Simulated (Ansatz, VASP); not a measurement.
## KZr in VASP and in Ansatz

Contents of INCAR:

```
PREC = Accurate
ENCUT = 520
EDIFF = 1E-7
ISMEAR = 0
SIGMA = 0.1
LREAL = False
LASPH = True
NELM = 80
ALGO = Normal
ISIF = 2
LWAVE = False
LCHARG = True
GGA = PE
LELF = True
LVHAR = True
NBANDS = 29
```

Contents of KPOINTS:

```
regular mesh
0
Gamma
  4 6 4
```

File POSCAR:

```
KZr
1.0
    5.3957471297      0.0000000000      0.0000000000
    0.0000000000      3.5707150123      0.0000000000
    0.0000000000      0.0000000000      5.5091031619
K Zr
2 2
Direct
    0.7500000000      0.0000000000      0.6870000000
    0.2500000000      0.0000000000      0.3130000000
    0.7500000000      0.5000000000      0.1880000000
    0.2500000000      0.5000000000      0.8120000000
```

Input for Ansatz:

```yaml
crystal:
  lattice:
    - [5.3957471297, 0.0, 0.0]
    - [0.0, 3.5707150123, 0.0]
    - [0.0, 0.0, 5.5091031619]
  atoms:
    - { symbol: K, position: [0.75, 0.0, 0.687] }
    - { symbol: K, position: [0.25, 0.0, 0.313] }
    - { symbol: Zr, position: [0.75, 0.5, 0.188] }
    - { symbol: Zr, position: [0.25, 0.5, 0.812] }
basis:
  ecutwfc: 420
kpoints:
  mp_grid: { grid: [4, 6, 4] }
hamiltonian:
  xc: pbe
scf:
  occupations: { method: gaussian, width: 0.1 }
  lower_state_search: "off"
output:
  forces: true
  stress: true
  eigenvalues: true
```

Alike in both runs: task single point; functional PBE; k mesh 4 × 6 × 4; occupations gaussian, width 0.1 eV; no spin polarisation.

|  | VASP | Ansatz |
| --- | --- | --- |
| version | VASP 6.6.1 | Ansatz 0.2.0 |
| potentials or method | VASP PAW PBE potentials, release 64 (K_sv, Zr_sv), cutoff 520 eV | scalar-relativistic, plane waves, PAW |
| valence electrons in the cell | 42 | 42 |

|  | VASP | Ansatz | Ansatz less VASP |
| --- | --- | --- | --- |
| gap on the k mesh at the Fermi level (eV) | none | none | - |
| pressure (GPa) | 7.4 | 7.3 | -0.09 |
| traceless stress, the component that is largest in VASP (GPa) | 2.52 | 2.51 | -0.011 |
| rms of the force components (eV/Å) | 0.391 | 0.390 | -0.0012 |

Atom by atom the forces differ by 0.001 eV/Å (rms over components). A gap of «none» marks a metal or a gap that the smearing closes. The functional is the same, so the differences come from potentials, cutoffs and numerics.
